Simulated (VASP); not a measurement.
# CO2 (I-42d) in VASP: single point with PBEsol

Aim: the single point of CO2 with PBEsol.

All numbers are computed with VASP 6.6.1; they aren't measurements. Logs are shortened: lines on timing, memory, paths and dates and some standing lists are left out, and cuts for length are marked.

**1. The cell of the first run**

It takes space group I-42d (No. 122, tetragonal). Conventional cell: a = 3.810 Å, b = 3.810 Å, c = 5.900 Å, α = 90.00°, β = 90.00°, γ = 90.00°. C (site symmetry -4) has 4 O at 1.38 Å within 1.8 Å. Within 1.8 Å of O (site symmetry 2) lie 2 C at 1.38 Å.

**2. Single point, PBEsol (7.14 Å³/atom)**

Input file INCAR:

```
SYSTEM = CO2
PREC = Accurate ; ENCUT = 1340
EDIFF = 1E-6 ; ISMEAR = 0
SIGMA = 0.02 ; LREAL = .False.
LASPH = .True. ; NELM = 120
ALGO = Normal ; ISIF = 2
LWAVE = .False. ; LCHARG = .False.
GGA = PS ; NBANDS = 25
GGA_COMPAT = .False.
```

Input file KPOINTS:

```
Automatic mesh
0
Gamma
  8 8 8
  0 0 0
```

Input file POSCAR:

```
CO2
1.0
   -1.9051937189      1.9051937189      2.9502099278
    1.9051937189     -1.9051937189      2.9502099278
    1.9051937189      1.9051937189     -2.9502099278
C O
2 4
Direct
    0.7500000000      0.2500000000      0.5000000000
    0.0000000000      0.0000000000      0.0000000000
    0.6970490157      0.1250000000      0.0720490157
    0.0529509843      0.6250000000      0.9279509843
    0.3750000000      0.3029509843      0.4279509843
    0.8750000000      0.9470490157      0.5720490157
```

Potentials or basis: VASP PAW PBE potentials, release 64 (C_h, O_h).

Started as:

```sh
$ cat potpaw_PBE.64/C_h/POTCAR potpaw_PBE.64/O_h/POTCAR > POTCAR
$ mpirun -np 1 vasp_std > vasp.out
```

OUTCAR:

```text
SYSTEM = CO2
   PREC = Accurate
   ENCUT = 1340
   EDIFF = 1E-6
   ISMEAR = 0
   LREAL = .False.
   LASPH = .True.
   NELM = 120
   ISIF = 2
   GGA = PS

 ion  position               nearest neighbor table
   1  0.750  0.250  0.500-   3 1.38   4 1.38   5 1.38   6 1.38
   2  0.000  0.000  0.000-   3 1.38   4 1.38   5 1.38   6 1.38
   3  0.697  0.125  0.072-   1 1.38   2 1.38
   4  0.053  0.625  0.928-   1 1.38   2 1.38
   5  0.375  0.303  0.428-   1 1.38   2 1.38
   6  0.875  0.947  0.572-   1 1.38   2 1.38

  LATTYP: Found a body centered tetragonal cell.
 ALAT       =     3.8103874378
 C/A-ratio  =     1.5485091613

  Lattice vectors:

 A1 = (  -1.9051937189,   1.9051937189,   2.9502099278)
 A2 = (   1.9051937189,  -1.9051937189,   2.9502099278)
 A3 = (   1.9051937189,   1.9051937189,  -2.9502099278)

Analysis of symmetry for initial positions (statically):
=====================================================================
 Subroutine PRICEL returns:
 Original cell was already a primitive cell.

 Routine SETGRP: Setting up the symmetry group for a
 body centered tetragonal supercell.

 Subroutine GETGRP returns: Found  8 space group operations
 (whereof  4 operations were pure point group operations)
 out of a pool of 16 trial point group operations.

The static configuration has the point symmetry S_4 .
 The point group associated with its full space group is D_2d.

Analysis of symmetry for dynamics (positions and initial velocities):
=====================================================================
 Subroutine PRICEL returns:
 Original cell was already a primitive cell.

 Routine SETGRP: Setting up the symmetry group for a
 body centered tetragonal supercell.

 Subroutine GETGRP returns: Found  8 space group operations
 (whereof  4 operations were pure point group operations)
 out of a pool of 16 trial point group operations.

The dynamic configuration has the point symmetry S_4 .
 The point group associated with its full space group is D_2d.

 Subroutine INISYM returns: Found  8 space group operations
 (whereof  4 operations are pure point group operations),
 and found     1 'primitive' translations

----------------------------------------------------------------------------------------

                                     Primitive cell

  volume of cell :      42.8343

  direct lattice vectors                    reciprocal lattice vectors
    -1.905193719  1.905193719  2.950209928     0.000000000  0.262440504  0.169479465
     1.905193719 -1.905193719  2.950209928     0.262440504  0.000000000  0.169479465
     1.905193719  1.905193719 -2.950209928     0.262440504  0.262440504  0.000000000

  length of vectors
     3.995405465  3.995405465  3.995405465     0.312407278  0.312407278  0.371146920

  position of ions in fractional coordinates (direct lattice)
     0.750000000  0.250000000  0.500000000
     0.000000000  0.000000000  0.000000000
     0.697049016  0.125000000  0.072049016
     0.052950984  0.625000000  0.927950984
     0.375000000  0.302950984  0.427950984
     0.875000000  0.947049016  0.572049016

  ion indices of the primitive-cell ions
   primitive index   ion index
                 1           1
                 2           2
                 3           3
                 4           4
                 5           5
                 6           6

----------------------------------------------------------------------------------------

 KPOINTS: Automatic mesh

Automatic generation of k-mesh.
 Grid dimensions read from file:
 generate k-points for:    8    8    8

 Generating k-lattice:

  Cartesian coordinates                     Fractional coordinates (reciprocal lattice)
     0.000000000  0.032805063  0.021184933     0.125000000  0.000000000  0.000000000
     0.032805063  0.000000000  0.021184933     0.000000000  0.125000000  0.000000000
     0.032805063  0.032805063  0.000000000     0.000000000  0.000000000  0.125000000

  Length of vectors
     0.039050910  0.039050910  0.046393365

  Shift w.r.t. Gamma in fractional coordinates (k-lattice)
     0.000000000  0.000000000  0.000000000

 Subroutine IBZKPT returns following result:
 ===========================================

 Found     59 irreducible k-points:

 Following reciprocal coordinates:
            Coordinates               Weight
  0.000000  0.000000  0.000000      1.000000
  0.125000  0.000000 -0.000000      8.000000
  0.250000  0.000000 -0.000000      8.000000
  0.375000 -0.000000  0.000000      8.000000
  0.500000  0.000000 -0.000000      4.000000
  0.125000  0.125000 -0.000000      8.000000
[... 16 lines left out ...]
  0.250000  0.125000  0.125000     16.000000
  0.375000  0.125000  0.125000      8.000000
 [... further k-points ...]
   k-points           NKPTS =     59   k-points in BZ     NKDIM =     59   number of bands    NBANDS=     25
   number of dos      NEDOS =    301   number of ions     NIONS =      6
   total plane-waves  NPLWV = 110592
   dimension x,y,z NGX =    48 NGY =   48 NGZ =   48
   dimension x,y,z NGXF=    96 NGYF=   96 NGZF=   96
   ions per type =               2   4
   NGX,Y,Z   is equivalent  to a cutoff of  19.97, 19.97, 19.97 a.u.
   NGXF,Y,Z  is equivalent  to a cutoff of  39.94, 39.94, 39.94 a.u.
 SYSTEM =  CO2
   PREC   = accura    normal or accurate (medium, high low for compatibility)
   ISTART =      0    job   : 0-new  1-cont  2-samecut
   ICHARG =      2    charge: 1-file 2-atom 10-const
   ISPIN  =      1    spin polarized calculation?
   LNONCOLLINEAR =      F non collinear calculations
   LSORBIT =      F    spin-orbit coupling
   LASPH  =      T    aspherical Exc in radial PAW
   ENCUT  = 1340.0 eV  98.49 Ry    9.92 a.u.  11.93 11.93 11.93*2*pi/ulx,y,z
   NELM   =    120;   NELMIN=  2; NELMDL= -5     # of ELM steps
   EDIFF  = 0.1E-05   stopping-criterion for ELM
   LREAL  =      F    real-space projection
   EDIFFG = 0.1E-04   stopping-criterion for IOM
   NSW    =      0    number of steps for IOM
   IBRION =     -1    ionic relax: 0-MD 1-quasi-New 2-CG
   NFREE  =      0    steps in history (QN), initial steepest desc. (CG)
   ISIF   =      2    stress and relaxation
   ISYM   =      2    0-nonsym 1-usesym 2-fastsym
   POTIM  = 0.5000    time-step for ionic-motion
   TEBEG  =    0.0;   TEEND  =   0.0 temperature during run
   PSTRESS=    0.0 pullay stress
   NELECT =      32.0000    total number of electrons
   NUPDOWN=      -1.0000    fix difference up-down
   EMIN   =  10.00;   EMAX   =-10.00  energy-range for DOS
   EFERMI =   0.00;   METHOD = LEGACY
   ISMEAR =     0;   SIGMA  =   0.02  broadening in eV -4-tet -1-fermi 0-gaus
   EFERMI_NEDOS =   21; number of points for ismear=-14 and -15
   IALGO  =     38    algorithm
   IMIX   =      4    mixing-type and parameters
     AMIX     =   0.40;   BMIX     =  1.00
     AMIX_MAG =   1.60;   BMIX_MAG =  1.00
  volume/ion in A,a.u.               =       7.14        48.18
  Fermi-wavevector in a.u.,A,eV,Ry     =   1.485460  2.807113 30.022517  2.206593
  Thomas-Fermi vector in A             =   2.598869
   LORBIT       =      0    0 simple, 1 ext, 2 COOP (PROOUT), +10 PAW based schemes
   GGA     = PS    functional components
   LHFCALC =     F    Hartree Fock is set to
   AEXX    =    0.0000 exact exchange contribution
   IVDW    =     0    specifies the selected vdW correction
   LEPSILON=     F    determine dielectric tensor
   LRPA    =     F    only Hartree local field effects (RPA)
 non-spin polarized calculation
 Gauss-broadening in eV      SIGMA  =   0.02
  energy-cutoff  :     1340.00
  volume of cell :       42.83
 maximum number of plane-waves:      4796
   NGX = 23   NGY = 23   NGZ = 23

 number of electron      31.9999999 magnetization

 Free energy of the ion-electron system (eV)
  ---------------------------------------------------
  ext. energy  EPLUGINS =         0.00000000
  ---------------------------------------------------
  free energy    TOTEN  =       -46.30697697 eV

  energy without entropy =      -46.30697697  energy(sigma->0) =      -46.30697697

 E-fermi :   4.3091     XC(G=0): -11.9627

 val. band max:        4.1437828915   @ k =   0.5000   0.0000  -0.0000
 cond. band min:      11.7862183777   @ k =   0.0000   0.0000   0.0000
 fundamental gap:      7.6424354862
 Fermi energy:         4.3091037913

 k-point     1 :       0.0000    0.0000    0.0000
  band No.  band energies     occupation
      1     -20.4603      2.00000
      2     -14.9549      2.00000
      3     -14.9549      2.00000
      4     -14.2280      2.00000
      5     -10.4984      2.00000
      6      -5.8736      2.00000
[... 17 lines left out ...]
     24      19.5064      0.00000
     25      19.5064      0.00000

 k-point     2 :       0.1250    0.0000   -0.0000
  band No.  band energies     occupation
      1     -20.3480      2.00000
      2     -15.2075      2.00000
      3     -14.9901      2.00000
      4     -14.3806      2.00000
      5     -10.1714      2.00000
      6      -5.8595      2.00000
[... 17 lines left out ...]
     24      19.5183      0.00000
     25      19.6568      0.00000

 k-point     3 :       0.2500    0.0000   -0.0000
  band No.  band energies     occupation
      1     -20.0313      2.00000
      2     -15.9343      2.00000
      3     -15.0588      2.00000
      4     -14.5593      2.00000
      5      -9.5283      2.00000
      6      -5.8382      2.00000
[... 552 lines left out ...]
 k-point    23 :       0.2500    0.1250    0.1250
  band No.  band energies     occupation
      1     -19.3088      2.00000
      2     -17.0585      2.00000
      3     -15.2288      2.00000
      4     -14.7975      2.00000
      5      -8.6234      2.00000
      6      -6.4338      2.00000
[... 17 lines left out ...]
     24      19.0165      0.00000
     25      19.8312      0.00000

 k-point    24 :       0.3750    0.1250    0.1250
  band No.  band energies     occupation
      1     -19.0409      2.00000
      2     -17.4148      2.00000
      3     -15.2478      2.00000
      4     -14.8594      2.00000
      5      -8.4225      2.00000
      6      -6.3904      2.00000
[... 17 lines left out ...]
     24      18.8069      0.00000
     25      20.1149      0.00000

 [... further k-points ...]

------------------------ aborting loop because EDIFF is reached ----------------------------------------

  FORCE on cell =-STRESS in cart. coord.  units (eV):
  Direction    XX          YY          ZZ          XY          YZ          ZX
  --------------------------------------------------------------------------------------
  -------------------------------------------------------------------------------------
  Total        2.6529008      2.6529008      2.6502684      0.0000000      0.0000000      0.0000000
  in kB       99.2294065     99.2294065     99.1309449      0.0000000      0.0000000      0.0000000
  external PRESSURE =      99.1965860 kB  Pullay stress =       0.0000000 kB

 VOLUME and BASIS-vectors are now :
 -----------------------------------------------------------------------------
  energy-cutoff  :     1340.00
  volume of cell :       42.83
      direct lattice vectors                 reciprocal lattice vectors
    -1.905193719  1.905193719  2.950209928     0.000000000  0.262440504  0.169479465
     1.905193719 -1.905193719  2.950209928     0.262440504  0.000000000  0.169479465
     1.905193719  1.905193719 -2.950209928     0.262440504  0.262440504  0.000000000

 POSITION                                       TOTAL-FORCE (eV/Angst)
 -----------------------------------------------------------------------------------
     -0.00000      1.90519      1.47510        -0.000000      0.000000     -0.000000
      0.00000      0.00000      0.00000        -0.000000      0.000000      0.000000
     -0.95260      1.22713      2.21266        -0.000000     -0.026638      0.000000
      2.85779      0.67806     -0.73755        -0.000000      0.026638      0.000000
      0.67806      0.95260      0.73755         0.026638      0.000000      0.000000
      1.22713      0.95260      3.68776        -0.026638      0.000000      0.000000
 -----------------------------------------------------------------------------------
    total drift:                                0.000000      0.000000      0.000000

  FREE ENERGIE OF THE ION-ELECTRON SYSTEM (eV)
  ---------------------------------------------------
  free  energy   TOTEN  =       -46.3069769718 eV

  energy  without entropy=      -46.3069769718  energy(sigma->0) =      -46.30697697
```

It took 3.3 min on 1 thread of AMD EPYC 7R13 (Zen 3), shared host; peak memory 0.4 GiB.

What came out:

| Item | Value |
| --- | --- |
| Free energy | -46.3070 eV |
| Pressure | 9.9 GPa |
| Largest force | 0.027 eV/Å |
| Band gap on the k mesh | 7.64 eV (least direct gap 7.98 eV) |

Forces in eV/Å, atoms in the order of the input:
```
C    0.000  0.000  0.000
C    0.000  0.000  0.000
O    0.000 -0.027  0.000
O    0.000  0.027  0.000
O    0.027  0.000  0.000
O   -0.027  0.000  0.000
```

Levels at points of the mesh, in eV from the valence-band top:
```tsv
k point	band 14	band 15	band 16	band 17	band 18	band 19
(0.00, 0.00, 0.00)	-0.79	-0.79	-0.34	7.64	9.89	9.89
(0.50, 0.00, 0.00)	-1.51	-0.43	0.00	8.69	9.97	10.47
(0.50, 0.50, 0.00)	-0.62	-0.59	-0.59	9.52	9.52	10.35
(0.50, 0.50, 0.50)	-2.97	-0.07	-0.07	8.96	8.96	11.19
```

Caveat: the cell stands under pressure; the PAW data sets were made with another functional, which shifts forces and pressure a little. A k mesh can miss the band edges.
